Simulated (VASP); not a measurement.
Input of a VASP 6.6.1 run:

File INCAR:

```
SYSTEM = Mg3ZrN2
ALGO = Normal ; EDIFF = 1E-7
EDIFFG = -0.01 ; ENCUT = 600
GGA = PE ; IBRION = 2
ISIF = 3 ; ISMEAR = 0
LASPH = .True. ; LCHARG = .False.
LREAL = .False. ; LWAVE = .False.
NELM = 80 ; NSW = 100
PREC = Accurate ; SIGMA = 0.1
```

File KPOINTS:

```
k-points
0
Gamma
  12 12 12
  0 0 0
```

Contents of POSCAR:

```
Mg3ZrN2
1.0
   -2.2195514260      2.2195514260      4.5067004584
    2.2195514260     -2.2195514260      4.5067004584
    2.2195514260      2.2195514260     -4.5067004584
Mg Zr N
3 1 2
Direct
    0.7500000000      0.2500000000      0.5000000000
    0.2500000000      0.7500000000      0.5000000000
    0.5000000000      0.5000000000      0.0000000000
    0.0000000000      0.0000000000      0.0000000000
    0.5000000000      0.0000000000      0.5000000000
    0.0000000000      0.5000000000      0.5000000000
```

Potentials or basis: VASP PAW PBE potentials, release 64 (Mg, Zr_sv, N).

Run with:

```bash
$ cat potpaw_PBE.64/Mg/POTCAR potpaw_PBE.64/Zr_sv/POTCAR potpaw_PBE.64/N/POTCAR > POTCAR
$ mpirun -np 1 vasp_std > vasp.out
```

**Question.** What does it give for the relaxed cell?

**Answer.** a = 5.494 Å, b = 5.494 Å, c = 5.494 Å, α = 132.41°, β = 132.41°, γ = 69.59°.

**Question.** Predict the space group after relaxing (to 0.1 Å).

**Answer.** I4/mmm (No. 139).

**Question.** What does it give for the band gap on the k mesh?

**Answer.** Zero (bands 14 and 15 overlap by 1.06 eV).

**Question.** Predict the relaxed volume.

**Answer.** 14.78 Å³/atom.

Step by step:
| step | energy change (eV) | largest force (eV/Å) | pressure (GPa) | volume (Å³) |
| --- | --- | --- | --- | --- |
| 1 | 0.0000 | 0.0000 | -0.19 | 88.81 |
| 2 | -0.0002 | 0.0000 | 0.18 | 88.59 |
| 3 | -0.0002 | 0.0000 | 0.08 | 88.64 |
| 4 | -0.0003 | 0.0000 | 0.04 | 88.70 |
